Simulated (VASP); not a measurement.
SbPt:

```
CELL_PARAMETERS angstrom
3.85777 0.00000 0.00000
-1.92889 3.34093 0.00000
0.00000 0.00000 12.70499
ATOMIC_POSITIONS crystal
Pt 0.00000 0.00000 0.00000
Pt 0.33333 0.66667 0.25000
Pt 0.00000 0.00000 0.50000
Pt 0.66667 0.33333 0.75000
Sb 0.66667 0.33333 0.12500
Sb 0.66667 0.33333 0.37500
Sb 0.33333 0.66667 0.62500
Sb 0.33333 0.66667 0.87500
```

```yaml
Program: VASP 6.6.1
Task: relaxation of cell and atoms
Functional: PBEsol
Potentials_or_basis: VASP PAW PBE potentials, release 64 (Pt, Sb)
Cutoff: 600 eV
k_mesh: 12 × 12 × 3
Occupations: gaussian, width 0.1 eV
Spin: no spin polarisation
```

At the start: pressure 1.9 GPa; volume 20.47 Å³/atom.

Where does the relaxation end?

Over 11 steps the energy falls by 14.4 meV/atom and the volume is 20.59 Å³/atom (+0.6 %); space group P6_3/mmc (No. 194, to 0.1 Å) before and after.

Step by step:
```csv
step,energy change (eV),largest force (eV/Å),pressure (GPa),volume (Å³)
1,0.0000,0.5551,1.88,163.75
2,-0.0360,0.1034,-2.87,169.50
3,-0.0498,0.2438,-1.33,167.47
4,-0.0834,0.0731,-0.08,165.70
5,-0.0845,0.1407,0.19,165.33
6,-0.0938,0.1389,-0.07,165.52
7,-0.1078,0.1248,-0.87,166.03
8,-0.1130,0.0948,-0.23,165.09
9,-0.1139,0.0759,0.17,164.52
10,-0.1145,0.0481,0.09,164.59
11,-0.1149,0.0073,-0.03,164.70
```

Final structure:
```
Pt Sb
1.0
     3.75202    0.00000    0.00000
    -1.87601    3.24935    0.00000
     0.00000    0.00000   13.50912
Pt Sb
4 4
Direct
  0.00000 0.00000 0.00000
  0.33333 0.66667 0.25000
  0.00000 0.00000 0.50000
  0.66667 0.33333 0.75000
  0.66667 0.33333 0.12315
  0.66667 0.33333 0.37685
  0.33333 0.66667 0.62315
  0.33333 0.66667 0.87685
```

Caveat: the PAW data sets were made with another functional, which shifts forces and pressure a little.
